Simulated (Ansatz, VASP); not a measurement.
## Two plane-wave programs on Cu

```
CELL_PARAMETERS angstrom
0.00000 2.04615 1.50249
2.04615 0.00000 1.50249
2.04615 2.04615 0.00000
ATOMIC_POSITIONS crystal
Cu 0.00000 0.00000 0.00000
```

Alike in both runs: task single point; functional PBE; k mesh 24 × 24 × 24; occupations gaussian, width 0.15 eV; no spin polarisation.

```csv
,VASP,Ansatz
version,VASP 6.6.1,Ansatz 0.2.0
potentials or method,"VASP PAW PBE potentials, release 64 (Cu), cutoff 520 eV","scalar-relativistic, plane waves, PAW"
valence electrons in the cell,11,19
```

|  | VASP | Ansatz | Ansatz less VASP |
| --- | --- | --- | --- |
| gap on the k mesh at the Fermi level (eV) | none | none | - |
| pressure (GPa) | -5.3 | -5.9 | -0.57 |
| traceless stress, the component that is largest in VASP (GPa) | 0.42 | 0.43 | +0.003 |

A gap of «none» marks a metal or a gap that the smearing closes. The functional is the same, so the differences come from potentials, cutoffs and numerics. VASP's potentials hold 11 valence electrons a cell and Ansatz's 19, so a difference there can come from the potentials and not from the codes.
